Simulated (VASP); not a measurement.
# TiO2 (I4_1/amd) in VASP: single point with PBE

Aim: the single point of TiO2 with PBE.

All numbers are computed with VASP 6.6.1; they aren't measurements. Logs are shortened: lines on timing, memory, paths and dates and some standing lists are left out, and cuts for length are marked.

**1. The cell of the first run**

Symmetry: I4_1/amd, No. 141, tetragonal system. Conventional cell: a = 3.799 Å, b = 3.799 Å, c = 9.697 Å, α = 90.00°, β = 90.00°, γ = 90.00°. Within 2.6 Å of Ti (site symmetry -4m2) lie 6 O at 1.95 to 2.00 Å. Within 2.6 Å of O (site symmetry 2mm) lie 3 Ti at 1.95 to 2.00 Å and 2 O at 2.47 Å.

**2. Single point, PBE**

Contents of POSCAR:

```
TiO2
1.0
   -1.8996082674      1.8996082674      4.8485069703
    1.8996082674     -1.8996082674      4.8485069703
    1.8996082674      1.8996082674     -4.8485069703
Ti O
2 4
Direct
    0.0000000000      0.0000000000      0.0000000000
    0.7500000000      0.2500000000      0.5000000000
    0.2064947456      0.2064947456      0.0000000000
    0.9564947456      0.4564947456      0.5000000000
    0.5435052544      0.0435052544      0.5000000000
    0.7935052544      0.7935052544      0.0000000000
```

Contents of INCAR.step1:

```
ALGO = Normal ; EDIFF = 1E-6
ENCUT = 520 ; GGA = PE
ISIF = 2 ; ISMEAR = 0
LASPH = T ; LCHARG = T
LMAXMIX = 4 ; LREAL = F
LWAVE = F ; NBANDS = 33
NELM = 100 ; PREC = Accurate
SIGMA = 0.02
```

Contents of KPOINTS.step1:

```
k-points
0
Gamma
  10 10 10
```

Contents of INCAR.step2:

```
ALGO = Normal ; EDIFF = 1E-6
ENCUT = 520 ; GGA = PE
ICHARG = 11 ; ISIF = 2
ISMEAR = -5 ; LASPH = T
LCHARG = F ; LMAXMIX = 4
LORBIT = 11 ; LREAL = F
LWAVE = F ; NBANDS = 33
NEDOS = 1001 ; NELM = 100
PREC = Accurate ; SIGMA = 0.02
```

Contents of KPOINTS.step2:

```
k-points
0
Gamma
  15 15 15
```

Potentials or basis: VASP PAW PBE potentials, release 64 (Ti_sv, O).

Command:

```
$ cat potpaw_PBE.64/Ti_sv/POTCAR potpaw_PBE.64/O/POTCAR > POTCAR
$ cp INCAR.step1 INCAR
$ cp KPOINTS.step1 KPOINTS
$ mpirun -np 1 vasp_std > vasp.out
$ cp INCAR.step2 INCAR
$ cp KPOINTS.step2 KPOINTS
$ mpirun -np 1 vasp_std > vasp.out
```

OUTCAR:

```text
EDIFF = 1E-6
   ENCUT = 520
   GGA = PE
   ICHARG = 11
   ISIF = 2
   ISMEAR = -5
   LASPH = T
   LORBIT = 11
   LREAL = F
   NELM = 100
   PREC = Accurate

 ion  position               nearest neighbor table
   1  0.000  0.000  0.000-   5 1.95   4 1.95   5 1.95   4 1.95   3 2.00   6 2.00
   2  0.750  0.250  0.500-   6 1.95   3 1.95   6 1.95   3 1.95   4 2.00   5 2.00
   3  0.206  0.206  0.000-   2 1.95   2 1.95   1 2.00
   4  0.956  0.456  0.500-   1 1.95   1 1.95   2 2.00
   5  0.544  0.044  0.500-   1 1.95   1 1.95   2 2.00
   6  0.794  0.794  0.000-   2 1.95   2 1.95   1 2.00

  LATTYP: Found a body centered tetragonal cell.
 ALAT       =     3.7992165348
 C/A-ratio  =     2.5523720093

  Lattice vectors:

 A1 = (  -1.8996082674,   1.8996082674,   4.8485069703)
 A2 = (   1.8996082674,  -1.8996082674,   4.8485069703)
 A3 = (   1.8996082674,   1.8996082674,  -4.8485069703)

Analysis of symmetry for initial positions (statically):
=====================================================================
 Subroutine PRICEL returns:
 Original cell was already a primitive cell.

 Routine SETGRP: Setting up the symmetry group for a
 body centered tetragonal supercell.

 Subroutine GETGRP returns: Found 16 space group operations
 (whereof  8 operations were pure point group operations)
 out of a pool of 16 trial point group operations.

The static configuration has the point symmetry D_2d.
 The point group associated with its full space group is D_4h.

Analysis of symmetry for dynamics (positions and initial velocities):
=====================================================================
 Subroutine PRICEL returns:
 Original cell was already a primitive cell.

 Routine SETGRP: Setting up the symmetry group for a
 body centered tetragonal supercell.

 Subroutine GETGRP returns: Found 16 space group operations
 (whereof  8 operations were pure point group operations)
 out of a pool of 16 trial point group operations.

The dynamic configuration has the point symmetry D_2d.
 The point group associated with its full space group is D_4h.

 Subroutine INISYM returns: Found 16 space group operations
 (whereof  8 operations are pure point group operations),
 and found     1 'primitive' translations

----------------------------------------------------------------------------------------

                                     Primitive cell

  volume of cell :      69.9836

  direct lattice vectors                    reciprocal lattice vectors
    -1.899608267  1.899608267  4.848506970     0.000000000  0.263212163  0.103124529
     1.899608267 -1.899608267  4.848506970     0.263212163  0.000000000  0.103124529
     1.899608267  1.899608267 -4.848506970     0.263212163  0.263212163  0.000000000

  length of vectors
     5.543017498  5.543017498  5.543017498     0.282692963  0.282692963  0.372238210

  position of ions in fractional coordinates (direct lattice)
     0.000000000  0.000000000  0.000000000
     0.750000000  0.250000000  0.500000000
     0.206494746  0.206494746  0.000000000
     0.956494746  0.456494746  0.500000000
     0.543505254  0.043505254  0.500000000
     0.793505254  0.793505254  0.000000000

  ion indices of the primitive-cell ions
   primitive index   ion index
                 1           1
                 2           2
                 3           3
                 4           4
                 5           5
                 6           6

----------------------------------------------------------------------------------------

 KPOINTS: k-points

Automatic generation of k-mesh.
 Grid dimensions read from file:
 generate k-points for:   15   15   15

 Generating k-lattice:

  Cartesian coordinates                     Fractional coordinates (reciprocal lattice)
     0.000000000  0.017547478  0.006874969     0.066666667  0.000000000  0.000000000
     0.017547478  0.000000000  0.006874969     0.000000000  0.066666667  0.000000000
     0.017547478  0.017547478  0.000000000     0.000000000  0.000000000  0.066666667

  Length of vectors
     0.018846198  0.018846198  0.024815881

  Shift w.r.t. Gamma in fractional coordinates (k-lattice)
     0.000000000  0.000000000  0.000000000

 TETIRR: Found   4311 inequivalent tetrahedra from    20250

 Subroutine IBZKPT returns following result:
 ===========================================

 Found    288 irreducible k-points:

 Following reciprocal coordinates:
            Coordinates               Weight
  0.000000  0.000000  0.000000      1.000000
  0.066667  0.000000 -0.000000      8.000000
  0.133333  0.000000 -0.000000      8.000000
  0.200000  0.000000 -0.000000      8.000000
  0.266667  0.000000 -0.000000      8.000000
  0.333333  0.000000  0.000000      8.000000
[... 16 lines left out ...]
  0.133333  0.133333 -0.000000      8.000000
  0.200000  0.133333 -0.000000     16.000000
 [... further k-points ...]
   k-points           NKPTS =    288   k-points in BZ     NKDIM =    288   number of bands    NBANDS=     33
   number of dos      NEDOS =   1001   number of ions     NIONS =      6
   total plane-waves  NPLWV =  74088
   dimension x,y,z NGX =    42 NGY =   42 NGZ =   42
   dimension x,y,z NGXF=    84 NGYF=   84 NGZF=   84
   ions per type =               2   4
   NGX,Y,Z   is equivalent  to a cutoff of  12.60, 12.60, 12.60 a.u.
   NGXF,Y,Z  is equivalent  to a cutoff of  25.19, 25.19, 25.19 a.u.
 SYSTEM =  unknown system
   PREC   = accura    normal or accurate (medium, high low for compatibility)
   ISTART =      0    job   : 0-new  1-cont  2-samecut
   ICHARG =     11    charge: 1-file 2-atom 10-const
   ISPIN  =      1    spin polarized calculation?
   LNONCOLLINEAR =      F non collinear calculations
   LSORBIT =      F    spin-orbit coupling
   LASPH  =      T    aspherical Exc in radial PAW
   ENCUT  =  520.0 eV  38.22 Ry    6.18 a.u.  10.31 10.31 10.31*2*pi/ulx,y,z
   NELM   =    100;   NELMIN=  2; NELMDL=  0     # of ELM steps
   EDIFF  = 0.1E-05   stopping-criterion for ELM
   LREAL  =      F    real-space projection
   EDIFFG = 0.1E-04   stopping-criterion for IOM
   NSW    =      0    number of steps for IOM
   IBRION =     -1    ionic relax: 0-MD 1-quasi-New 2-CG
   NFREE  =      0    steps in history (QN), initial steepest desc. (CG)
   ISIF   =      2    stress and relaxation
   ISYM   =      2    0-nonsym 1-usesym 2-fastsym
   POTIM  = 0.5000    time-step for ionic-motion
   TEBEG  =    0.0;   TEEND  =   0.0 temperature during run
   PSTRESS=    0.0 pullay stress
   NELECT =      48.0000    total number of electrons
   NUPDOWN=      -1.0000    fix difference up-down
   EMIN   =  10.00;   EMAX   =-10.00  energy-range for DOS
   EFERMI =   0.00;   METHOD = LEGACY
   ISMEAR =    -5;   SIGMA  =   0.02  broadening in eV -4-tet -1-fermi 0-gaus
   EFERMI_NEDOS =   21; number of points for ismear=-14 and -15
   IALGO  =     38    algorithm
   IMIX   =      4    mixing-type and parameters
     AMIX     =   0.40;   BMIX     =  1.00
     AMIX_MAG =   1.60;   BMIX_MAG =  1.00
  volume/ion in A,a.u.               =      11.66        78.71
  Fermi-wavevector in a.u.,A,eV,Ry     =   1.443743  2.728279 28.359897  2.084394
  Thomas-Fermi vector in A             =   2.562116
   LORBIT       =     11    0 simple, 1 ext, 2 COOP (PROOUT), +10 PAW based schemes
   GGA     = PE    functional components
   LHFCALC =     F    Hartree Fock is set to
   AEXX    =    0.0000 exact exchange contribution
   IVDW    =     0    specifies the selected vdW correction
   LEPSILON=     F    determine dielectric tensor
   LRPA    =     F    only Hartree local field effects (RPA)
 non-spin polarized calculation
 Fermi weights with tetrahedron method with Bloechl corrections
  energy-cutoff  :      520.00
  volume of cell :       69.98
 maximum number of plane-waves:      1905
 NGX is ok and might be reduce to    42

 number of electron      47.9999996 magnetization

 Free energy of the ion-electron system (eV)
  ---------------------------------------------------
  ext. energy  EPLUGINS =         0.00000000
  ---------------------------------------------------
  free energy    TOTEN  =       -53.86474057 eV

  energy without entropy =      -53.86474057  energy(sigma->0) =      -53.86474057

 E-fermi :   3.1942     XC(G=0): -10.5932

 val. band max:        3.1423887322   @ k =  -0.4000   0.4000   0.0000
 cond. band min:       5.2545539657   @ k =   0.0000   0.0000   0.0000
 fundamental gap:      2.1121652335
 Fermi energy:         3.1942230307

 k-point     1 :       0.0000    0.0000    0.0000
  band No.  band energies     occupation
      1     -53.3132      2.00000
      2     -53.2621      2.00000
      3     -29.7422      2.00000
      4     -29.5235      2.00000
      5     -29.5235      2.00000
      6     -29.4620      2.00000
[... 25 lines left out ...]
     32       8.2061      0.00000
     33       8.3435      0.00000

 k-point     2 :       0.0667    0.0000   -0.0000
  band No.  band energies     occupation
      1     -53.3127      2.00000
      2     -53.2624      2.00000
      3     -29.7410      2.00000
      4     -29.5289      2.00000
      5     -29.5239      2.00000
      6     -29.4643      2.00000
[... 25 lines left out ...]
     32       8.2645      0.00000
     33       8.4798      0.00000
[... 754 lines left out ...]
     32       8.9658      0.00000
     33       8.9735      0.00000

 k-point    24 :       0.2000    0.1333   -0.0000
  band No.  band energies     occupation
      1     -53.3057      2.00000
      2     -53.2675      2.00000
      3     -29.7202      2.00000
      4     -29.5764      2.00000
      5     -29.5415      2.00000
      6     -29.4828      2.00000
[... 25 lines left out ...]
     32       9.1492      0.00000
     33       9.2432      0.00000

 [... further k-points ...]

------------------------ aborting loop because EDIFF is reached ----------------------------------------

  FORCE on cell =-STRESS in cart. coord.  units (eV):
  Direction    XX          YY          ZZ          XY          YZ          ZX
  --------------------------------------------------------------------------------------
  -------------------------------------------------------------------------------------
  Total        0.2888735      0.2888735      0.3344377      0.0000000      0.0000000      0.0000000
  in kB        6.6133603      6.6133603      7.6564906      0.0000000      0.0000000      0.0000000
  external PRESSURE =       6.9610704 kB  Pullay stress =       0.0000000 kB

 VOLUME and BASIS-vectors are now :
 -----------------------------------------------------------------------------
  energy-cutoff  :      520.00
  volume of cell :       69.98
      direct lattice vectors                 reciprocal lattice vectors
    -1.899608267  1.899608267  4.848506970     0.000000000  0.263212163  0.103124529
     1.899608267 -1.899608267  4.848506970     0.263212163  0.000000000  0.103124529
     1.899608267  1.899608267 -4.848506970     0.263212163  0.263212163  0.000000000

 POSITION                                       TOTAL-FORCE (eV/Angst)
 -----------------------------------------------------------------------------------
      0.00000      0.00000      0.00000         0.000000      0.000000     -0.000000
     -0.00000      1.89961      2.42425         0.000000      0.000000     -0.000000
      0.00000      0.00000      2.00238         0.000000     -0.000000      0.019088
      0.00000      1.89961      4.42664        -0.000000      0.000000      0.019088
      0.00000      1.89961      0.42187        -0.000000      0.000000     -0.019088
      0.00000      0.00000      7.69463         0.000000     -0.000000     -0.019088
 -----------------------------------------------------------------------------------
    total drift:                               -0.000000     -0.000000     -0.000000

  FREE ENERGIE OF THE ION-ELECTRON SYSTEM (eV)
  ---------------------------------------------------
  free  energy   TOTEN  =       -53.8647405663 eV

  energy  without entropy=      -53.8647405663  energy(sigma->0) =      -53.86474057

 total charge

# of ion       s       p       d       tot
------------------------------------------
    1        2.219   6.284   1.725  10.227
    2        2.219   6.284   1.725  10.227
    3        1.571   3.495   0.000   5.066
    4        1.571   3.495   0.000   5.066
    5        1.571   3.495   0.000   5.066
    6        1.571   3.495   0.000   5.066
--------------------------------------------------
tot         10.723  26.547   3.449  40.719
```

Wall time 12 min (1 thread of Intel Xeon Platinum 8488C (Sapphire Rapids), shared host); peak memory 0.62 GiB.

Results:

* Valence electrons inside the program's atomic spheres: Ti 10.23; O 5.07
